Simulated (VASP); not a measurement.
# OsPd (P4/mmm) in VASP: settings compared

OsPd is run at these levels: r2SCAN, r2SCAN+D3(BJ); tasks: single point.

All numbers are computed with VASP 6.6.1; they aren't measurements. Logs are shortened: lines on timing, memory, paths and dates and some standing lists are left out, and cuts for length are marked.

**1. The cell of the first run**

Symmetry: P4/mmm, No. 123, tetragonal system. Conventional cell: a = 2.680 Å, b = 2.680 Å, c = 3.265 Å, α = 90.00°, β = 90.00°, γ = 90.00°. Os (site symmetry 4/mmm) has 8 Pd at 2.50 Å and 6 Os at 2.68 to 3.27 Å within 3.3 Å. Within 3.3 Å of Pd (site symmetry 4/mmm) lie 8 Os at 2.50 Å and 6 Pd at 2.68 to 3.27 Å.

**2. Single point, r2SCAN**

Input file POSCAR:

```
OsPd
1.0
    3.7897837100      0.0000000000      0.0000000000
    0.0000000000      3.7897837100      0.0000000000
    0.0000000000      0.0000000000      3.2653165100
Os Pd
2 2
Direct
    0.0000000000      0.0000000000      0.0000000000
    0.5000000000      0.5000000000      0.0000000000
    0.0000000000      0.5000000000      0.5000000000
    0.5000000000      0.0000000000      0.5000000000
```

Input file INCAR.step1:

```
SYSTEM = OsPd
ALGO     = Normal         ! electronic algorithm
EDIFF    = 1E-4           ! SCF threshold, eV
ENCUT    = 520            ! plane-wave cutoff, eV
GGA      = PE             ! functional
ISMEAR   = -1             ! smearing method
LASPH    = .TRUE.         ! aspherical terms in the spheres
LCHARG   = .FALSE.        ! write CHGCAR
LREAL    = .FALSE.        ! projectors in reciprocal space
LWAVE    = .TRUE.         ! write WAVECAR
NBANDS   = 26             ! bands
NELM     = 100            ! most SCF steps
PREC     = Accurate       ! precision mode
SIGMA    = 0.0184         ! smearing width, eV
```

Input file INCAR.step2:

```
SYSTEM = OsPd
ALGO     = Normal         ! electronic algorithm
EDIFF    = 1E-6           ! SCF threshold, eV
ENCUT    = 520            ! plane-wave cutoff, eV
ISIF     = 2              ! what is computed and relaxed
ISMEAR   = -1             ! smearing method
ISTART   = 1            
LASPH    = .TRUE.         ! aspherical terms in the spheres
LCHARG   = .FALSE.        ! write CHGCAR
LMIXTAU  = .TRUE.       
LREAL    = .FALSE.        ! projectors in reciprocal space
LWAVE    = .FALSE.        ! write WAVECAR
METAGGA  = R2SCAN         ! meta-GGA
NBANDS   = 26             ! bands
NELM     = 100            ! most SCF steps
PREC     = Accurate       ! precision mode
SIGMA    = 0.0184         ! smearing width, eV
```

Input file KPOINTS:

```
k-points
0
G
  5 5 6
  0 0 0
```

Potentials or basis: VASP PAW PBE potentials, release 64 (Os, Pd).

On the command line:

```console
$ cat potpaw_PBE.64/Os/POTCAR potpaw_PBE.64/Pd/POTCAR > POTCAR
$ cp INCAR.step1 INCAR
$ mpirun -np 1 vasp_std > vasp.out
$ cp INCAR.step2 INCAR
$ mpirun -np 1 vasp_std > vasp.out
```

OUTCAR:

```text
SYSTEM = OsPd
   EDIFF = 1E-6
   ENCUT = 520
   ISIF = 2
   ISMEAR = -1
   ISTART = 1
   LASPH = .TRUE.
   LREAL = .FALSE.
   METAGGA = R2SCAN
   NELM = 100
   PREC = Accurate

 ion  position               nearest neighbor table
   1  0.000  0.000  0.000-   3 2.50   4 2.50   3 2.50   4 2.50   3 2.50   3 2.50   4 2.50   4 2.50
                             2 2.68   2 2.68   2 2.68   2 2.68
   2  0.500  0.500  0.000-   3 2.50   4 2.50   3 2.50   4 2.50   4 2.50   4 2.50   3 2.50   3 2.50
                             1 2.68   1 2.68   1 2.68   1 2.68
   3  0.000  0.500  0.500-   1 2.50   2 2.50   1 2.50   2 2.50   1 2.50   1 2.50   2 2.50   2 2.50
                             4 2.68   4 2.68   4 2.68   4 2.68
   4  0.500  0.000  0.500-   1 2.50   2 2.50   1 2.50   2 2.50   2 2.50   2 2.50   1 2.50   1 2.50
                             3 2.68   3 2.68   3 2.68   3 2.68

  LATTYP: Found a simple tetragonal cell.
 ALAT       =     3.7897837100
 C/A-ratio  =     0.8616102553

  Lattice vectors:

 A1 = (   3.7897837100,   0.0000000000,   0.0000000000)
 A2 = (   0.0000000000,   3.7897837100,   0.0000000000)
 A3 = (   0.0000000000,   0.0000000000,   3.2653165100)

Analysis of symmetry for initial positions (statically):
=====================================================================
 Subroutine PRICEL returns following result:

  LATTYP: Found a simple tetragonal cell.
 ALAT       =     2.6797817606
 C/A-ratio  =     1.2185009086

  Lattice vectors:

 A1 = (   1.8948918550,  -1.8948918550,   0.0000000000)
 A2 = (   1.8948918550,   1.8948918550,   0.0000000000)
 A3 = (   0.0000000000,   0.0000000000,   3.2653165100)

   2 primitive cells build up your supercell.

 Routine SETGRP: Setting up the symmetry group for a
 simple tetragonal supercell.

 Subroutine GETGRP returns: Found 16 space group operations
 (whereof 16 operations were pure point group operations)
 out of a pool of 16 trial point group operations.

The static configuration has the point symmetry D_4h.

Analysis of symmetry for dynamics (positions and initial velocities):
=====================================================================
 Subroutine PRICEL returns following result:

  LATTYP: Found a simple tetragonal cell.
 ALAT       =     2.6797817606
 C/A-ratio  =     1.2185009086

  Lattice vectors:

 A1 = (   1.8948918550,  -1.8948918550,   0.0000000000)
 A2 = (   1.8948918550,   1.8948918550,   0.0000000000)
 A3 = (   0.0000000000,   0.0000000000,   3.2653165100)

   2 primitive cells build up your supercell.

 Routine SETGRP: Setting up the symmetry group for a
 simple tetragonal supercell.

 Subroutine GETGRP returns: Found 16 space group operations
 (whereof 16 operations were pure point group operations)
 out of a pool of 16 trial point group operations.

The dynamic configuration has the point symmetry D_4h.

 Subroutine INISYM returns: Found 16 space group operations
 (whereof 16 operations are pure point group operations),
 and found     2 'primitive' translations

----------------------------------------------------------------------------------------

                                     Primitive cell

  volume of cell :      23.4490

  direct lattice vectors                    reciprocal lattice vectors
     1.894891855 -1.894891855  0.000000000     0.263867301 -0.263867301  0.000000000
     1.894891855  1.894891855  0.000000000     0.263867301  0.263867301  0.000000000
     0.000000000  0.000000000  3.265316510     0.000000000  0.000000000  0.306249026

  length of vectors
     2.679781761  2.679781761  3.265316510     0.373164716  0.373164716  0.306249026

  position of ions in fractional coordinates (direct lattice)
     0.000000000  0.000000000  0.000000000
     0.500000000  0.500000000  0.500000000

  ion indices of the primitive-cell ions
   primitive index   ion index
                 1           1
                 2           3

----------------------------------------------------------------------------------------

 KPOINTS: k-points

Automatic generation of k-mesh.
 Grid dimensions read from file:
 generate k-points for:    5    5    6

 Generating k-lattice:

  Cartesian coordinates                     Fractional coordinates (reciprocal lattice)
     0.052773460  0.000000000  0.000000000     0.200000000  0.000000000  0.000000000
     0.000000000  0.052773460  0.000000000     0.000000000  0.200000000  0.000000000
     0.000000000  0.000000000  0.051041504     0.000000000  0.000000000  0.166666667

  Length of vectors
     0.052773460  0.052773460  0.051041504

  Shift w.r.t. Gamma in fractional coordinates (k-lattice)
     0.000000000  0.000000000  0.000000000

 Subroutine IBZKPT returns following result:
 ===========================================

 Found     24 irreducible k-points:

 Following reciprocal coordinates:
            Coordinates               Weight
  0.000000  0.000000  0.000000      1.000000
  0.200000  0.000000  0.000000      4.000000
  0.400000  0.000000  0.000000      4.000000
  0.200000  0.200000  0.000000      4.000000
  0.400000  0.200000  0.000000      8.000000
  0.400000  0.400000  0.000000      4.000000
[... 16 lines left out ...]
  0.400000  0.200000  0.500000      8.000000
  0.400000  0.400000  0.500000      4.000000
   k-points           NKPTS =     24   k-points in BZ     NKDIM =     24   number of bands    NBANDS=     26
   number of dos      NEDOS =    301   number of ions     NIONS =      4
   total plane-waves  NPLWV =  18816
   dimension x,y,z NGX =    28 NGY =   28 NGZ =   24
   dimension x,y,z NGXF=    56 NGYF=   56 NGZF=   48
   ions per type =               2   2
   NGX,Y,Z   is equivalent  to a cutoff of  12.28, 12.28, 12.22 a.u.
   NGXF,Y,Z  is equivalent  to a cutoff of  24.57, 24.57, 24.44 a.u.
 SYSTEM =  OsPd
   PREC   = accura    normal or accurate (medium, high low for compatibility)
   ISTART =      1    job   : 0-new  1-cont  2-samecut
   ICHARG =      0    charge: 1-file 2-atom 10-const
   ISPIN  =      1    spin polarized calculation?
   LNONCOLLINEAR =      F non collinear calculations
   LSORBIT =      F    spin-orbit coupling
   LASPH  =      T    aspherical Exc in radial PAW
   ENCUT  =  520.0 eV  38.22 Ry    6.18 a.u.   7.05  7.05  6.07*2*pi/ulx,y,z
   NELM   =    100;   NELMIN=  2; NELMDL=  0     # of ELM steps
   EDIFF  = 0.1E-05   stopping-criterion for ELM
   LREAL  =      F    real-space projection
   EDIFFG = 0.1E-04   stopping-criterion for IOM
   NSW    =      0    number of steps for IOM
   IBRION =     -1    ionic relax: 0-MD 1-quasi-New 2-CG
   NFREE  =      0    steps in history (QN), initial steepest desc. (CG)
   ISIF   =      2    stress and relaxation
   ISYM   =      2    0-nonsym 1-usesym 2-fastsym
   POTIM  = 0.5000    time-step for ionic-motion
   TEBEG  =    0.0;   TEEND  =   0.0 temperature during run
   PSTRESS=    0.0 pullay stress
   NELECT =      36.0000    total number of electrons
   NUPDOWN=      -1.0000    fix difference up-down
   EMIN   =  10.00;   EMAX   =-10.00  energy-range for DOS
   EFERMI =   0.00;   METHOD = LEGACY
   ISMEAR =    -1;   SIGMA  =   0.02  broadening in eV -4-tet -1-fermi 0-gaus
   EFERMI_NEDOS =   21; number of points for ismear=-14 and -15
   IALGO  =     38    algorithm
   IMIX   =      4    mixing-type and parameters
     AMIX     =   0.40;   BMIX     =  1.00
     AMIX_MAG =   1.60;   BMIX_MAG =  1.00
  volume/ion in A,a.u.               =      11.72        79.12
  Fermi-wavevector in a.u.,A,eV,Ry     =   1.498963  2.832630 30.570801  2.246890
  Thomas-Fermi vector in A             =   2.610654
   LORBIT       =      0    0 simple, 1 ext, 2 COOP (PROOUT), +10 PAW based schemes
   METAGGA = R2SCAN    functional components
   LHFCALC =     F    Hartree Fock is set to
   AEXX    =    0.0000 exact exchange contribution
   IVDW    =     0    specifies the selected vdW correction
   LEPSILON=     F    determine dielectric tensor
   LRPA    =     F    only Hartree local field effects (RPA)
 non-spin polarized calculation
  energy-cutoff  :      520.00
  volume of cell :       46.90
 maximum number of plane-waves:      1276
   NGX = 15   NGY = 15   NGZ = 13

 number of electron      35.9999997 magnetization

 Free energy of the ion-electron system (eV)
  ---------------------------------------------------
  ext. energy  EPLUGINS =         0.00000000
  ---------------------------------------------------
  free energy    TOTEN  =      -146.58375325 eV

  energy without entropy =     -146.57869018  energy(sigma->0) =     -146.58122171

 E-fermi :  13.2164     XC(G=0): -16.3148

 val. band max:       13.1518146979   @ k =   0.2000   0.2000   0.0000
 cond. band min:      13.2167224398   @ k =   0.4000   0.0000   0.5000
 fundamental gap:      0.0649077419
 Fermi energy:        13.2164495917

 k-point     1 :       0.0000    0.0000    0.0000
  band No.  band energies     occupation
      1       1.8610      2.00000
      2       3.9615      2.00000
      3       3.9690      2.00000
      4       4.0943      2.00000
      5       4.3845      2.00000
      6       4.9004      2.00000
[... 18 lines left out ...]
     25      25.5765      0.00000
     26      25.8057      0.00000

 k-point     2 :       0.2000    0.0000    0.0000
  band No.  band energies     occupation
      1       2.5005      2.00000
      2       4.2921      2.00000
      3       4.3852      2.00000
      4       4.5323      2.00000
      5       4.8468      2.00000
      6       5.1496      2.00000
[... 18 lines left out ...]
     25      25.4879      0.00000
     26      25.5134      0.00000

 k-point     3 :       0.4000    0.0000    0.0000
  band No.  band energies     occupation
      1       4.0540      2.00000
      2       4.8305      2.00000
      3       5.2979      2.00000
      4       5.4215      2.00000
      5       5.8438      2.00000
      6       6.1774      2.00000
[... 572 lines left out ...]
 k-point    23 :       0.4000    0.2000    0.5000
  band No.  band energies     occupation
      1       4.8555      2.00000
      2       5.2800      2.00000
      3       5.4064      2.00000
      4       5.7425      2.00000
      5       6.9921      2.00000
      6       7.0861      2.00000
[... 18 lines left out ...]
     25      24.1597      0.00000
     26      25.5768      0.00000

 k-point    24 :       0.4000    0.4000    0.5000
  band No.  band energies     occupation
      1       4.1512      2.00000
      2       4.3247      2.00000
      3       4.6766      2.00000
      4       4.7952      2.00000
      5       7.1610      2.00000
      6       7.2222      2.00000
[... 18 lines left out ...]
     25      22.9147      0.00000
     26      23.8373      0.00000

------------------------ aborting loop because EDIFF is reached ----------------------------------------

  FORCE on cell =-STRESS in cart. coord.  units (eV):
  Direction    XX          YY          ZZ          XY          YZ          ZX
  --------------------------------------------------------------------------------------
  -------------------------------------------------------------------------------------
  Total       27.2692570     27.2692570     38.0822839      0.0000000      0.0000000      0.0000000
  in kB      931.6005883    931.6005883   1301.0064051      0.0000000      0.0000000      0.0000000
  external PRESSURE =    1054.7358606 kB  Pullay stress =       0.0000000 kB

 VOLUME and BASIS-vectors are now :
 -----------------------------------------------------------------------------
  energy-cutoff  :      520.00
  volume of cell :       46.90
      direct lattice vectors                 reciprocal lattice vectors
     3.789783710  0.000000000  0.000000000     0.263867301  0.000000000  0.000000000
     0.000000000  3.789783710  0.000000000     0.000000000  0.263867301  0.000000000
     0.000000000  0.000000000  3.265316510     0.000000000  0.000000000  0.306249026

 POSITION                                       TOTAL-FORCE (eV/Angst)
 -----------------------------------------------------------------------------------
      0.00000      0.00000      0.00000        -0.000000      0.000000     -0.000000
      1.89489      1.89489      0.00000        -0.000000     -0.000000     -0.000000
      0.00000      1.89489      1.63266        -0.000000     -0.000000      0.000000
      1.89489      0.00000      1.63266         0.000000      0.000000     -0.000000
 -----------------------------------------------------------------------------------
    total drift:                                0.000000      0.000000      0.000000

  FREE ENERGIE OF THE ION-ELECTRON SYSTEM (eV)
  ---------------------------------------------------
  free  energy   TOTEN  =      -146.5837532502 eV

  energy  without entropy=     -146.5786901791  energy(sigma->0) =     -146.58122171
```

It took 3 min on 1 thread of AMD EPYC, shared host; peak memory 0.14 GiB.

What came out:

| Quantity | Value |
| --- | --- |
| Free energy | -146.5838 eV |
| Pressure | 105.5 GPa |
| Band gap on the k mesh | zero (band 18 reaches 15.36 eV, above the bottom of band 19 at 12.85 eV) |

Stress tensor (GPa, compression positive):
```
 93.16   0.00   0.00
  0.00  93.16   0.00
  0.00   0.00 130.10
```

Caveat: the PAW data sets were made with another functional, which shifts forces and pressure a little; spin-orbit coupling is left out, which moves the levels of the heavy elements.

**3. Single point, r2SCAN+D3(BJ)**

POSCAR is that of step 2.

Input file INCAR.step1:

```
SYSTEM = OsPd
ALGO = Normal
EDIFF = 1E-4
ENCUT = 520
GGA = PE
ISMEAR = 1
LASPH = .True.
LCHARG = .False.
LREAL = .False.
LWAVE = .True.
NBANDS = 26
NELM = 80
PREC = Accurate
SIGMA = 0.05
```

Input file INCAR.step2:

```
SYSTEM = OsPd
ALGO = Normal
EDIFF = 1E-7
ENCUT = 520
ISIF = 2
ISMEAR = 1
ISTART = 1
IVDW = 12
LASPH = .True.
LCHARG = .True.
LELF = .True.
LMIXTAU = .True.
LREAL = .False.
LVHAR = .True.
LWAVE = .False.
METAGGA = R2SCAN
NBANDS = 26
NELM = 80
PREC = Accurate
SIGMA = 0.05
VDW_A1 = 0.49484001
VDW_A2 = 5.73083694
VDW_S6 = 1.0
VDW_S8 = 0.78981345
```

Input file KPOINTS:

```
Automatic mesh
0
Gamma
  5 5 6
  0.5 0.5 0.5
```

Potentials or basis: VASP PAW PBE potentials, release 64 (Os, Pd).

On the command line:

```console
$ cat potpaw_PBE.64/Os/POTCAR potpaw_PBE.64/Pd/POTCAR > POTCAR
$ cp INCAR.step1 INCAR
$ mpirun -np 1 vasp_std > vasp.out
$ cp INCAR.step2 INCAR
$ mpirun -np 1 vasp_std > vasp.out
```

Wall time 2.3 min (1 thread of AMD EPYC, shared host); peak memory 0.14 GiB.

The run converged. Its results:

```yaml
Free_energy: -148.0591 eV
Pressure: 100.9 GPa
Band_gap_on_the_k_mesh: zero (band 18 reaches 14.31 eV, above the bottom of band 19 at 12.88 eV)
Dispersion_energy_per_atom: -0.382 eV
```

Stress tensor (GPa, compression positive):
```
 90.68   0.00   0.00
  0.00  90.68   0.00
  0.00   0.00 121.37
```

Levels at points of the mesh, in eV from the Fermi level:
```csv
k point,band 15,band 16,band 17,band 18,band 19,band 20,band 21,band 22
"(0.10, 0.10, 0.08)",-0.35,0.77,0.79,1.03,1.22,2.18,2.56,3.71
```

Caveat: three body term missing; the PAW data sets were made with another functional, which shifts forces and pressure a little; spin-orbit coupling is left out, which moves the levels of the heavy elements; pairwise dispersion overbinds metals, which lowers pressure and volume.

**4. Single point, r2SCAN, collinear spin, antiferromagnetic start**

POSCAR is that of step 3.

Input file INCAR.step1:

```
ALGO = Normal
EDIFF = 1E-4
ENCUT = 520
GGA = PE
ISMEAR = -1
ISPIN = 2
LASPH = True
LCHARG = False
LMAXMIX = 4
LREAL = False
LWAVE = True
MAGMOM = -2 2 4 -4
NBANDS = 30
NELM = 150
PREC = Accurate
SIGMA = 0.0184
```

Input file INCAR.step2:

```
ALGO = Normal
EDIFF = 1E-6
ENCUT = 520
ISIF = 2
ISMEAR = -1
ISPIN = 2
ISTART = 1
LASPH = True
LCHARG = False
LMAXMIX = 4
LMIXTAU = True
LORBIT = 11
LREAL = False
LWAVE = False
MAGMOM = -2 2 4 -4
METAGGA = R2SCAN
NBANDS = 30
NELM = 150
PREC = Accurate
SIGMA = 0.0184
```

Input file KPOINTS:

```
k-points
0
Gamma
  5 5 6
```

On the command line:

```console
$ cat potpaw_PBE.64/Os/POTCAR potpaw_PBE.64/Pd/POTCAR > POTCAR
$ cp INCAR.step1 INCAR
$ mpirun -np 1 vasp_std > vasp.out
$ cp INCAR.step2 INCAR
$ mpirun -np 1 vasp_std > vasp.out
```

It took 7.1 min on 1 thread of AMD EPYC, shared host; peak memory 0.19 GiB.

It converged, with:

| Item | Value |
| --- | --- |
| Free energy | -146.5837 eV |
| Pressure | 105.5 GPa |
| Band gap on the k mesh | zero (filled and empty bands overlap) |
| Net moment | 0.00 μB per cell |

Stress tensor (GPa, compression positive):
```
 93.18   0.00   0.00
  0.00  93.18   0.00
  0.00   0.00 130.12
```

Levels at points of the mesh, in eV from the Fermi level:
Spin up:
| k point | band 15 | band 16 | band 17 | band 18 | band 19 | band 20 | band 21 | band 22 |
| --- | --- | --- | --- | --- | --- | --- | --- | --- |
| (0.00, 0.00, 0.00) | 1.62 | 1.96 | 1.96 | 2.14 | 2.40 | 2.40 | 2.62 | 2.62 |
| (0.00, 0.00, 0.50) | -2.31 | -1.30 | -1.23 | -1.23 | -0.34 | 0.59 | 1.07 | 3.54 |
Spin down:
| k point | band 14 | band 15 | band 16 | band 17 | band 18 | band 19 | band 20 | band 21 | band 22 | band 23 |
| --- | --- | --- | --- | --- | --- | --- | --- | --- | --- | --- |
| (0.00, 0.00, 0.00) | -0.34 | 1.62 | 1.96 | 1.96 | 2.14 | 2.40 | 2.40 | 2.62 | 2.62 | 3.50 |
| (0.00, 0.00, 0.50) | -2.71 | -2.31 | -1.30 | -1.23 | -1.23 | -0.34 | 0.59 | 1.07 | 3.54 | 10.54 |

Caveat: the PAW data sets were made with another functional, which shifts forces and pressure a little; spin-orbit coupling is left out, which moves the levels of the heavy elements.

**5. The runs side by side**

```tsv
level	spin	k mesh	smearing	gap on the mesh (eV)	pressure (GPa)
r2SCAN	off	5 × 5 × 6	fermi-dirac 0.0184 eV	none	105.5
r2SCAN+D3(BJ)	off	5 × 5 × 6, shifted	methfessel-paxton 0.05 eV	none	100.9
r2SCAN	collinear, antiferromagnetic start	5 × 5 × 6	fermi-dirac 0.0184 eV	none	105.5
```

Alike in all rows: task single point; potentials or basis VASP PAW PBE potentials, release 64 (Os, Pd); cell as given; cutoff (eV) 520.

Every run on the cell as given and a fine mesh finds a metal. The pressure there spans 100.9 GPa (r2SCAN+D3(BJ)) to 105.5 GPa (r2SCAN); a positive pressure means that this level wants a larger cell, a negative one a smaller.

Caveats: the PAW data sets were made with another functional, which shifts forces and pressure a little; spin-orbit coupling is left out, which moves the levels of the heavy elements; three body term missing (some runs); pairwise dispersion overbinds metals, which lowers pressure and volume (some runs).

Total energies depend on the potentials used, so only differences within one code and one set of settings carry meaning.
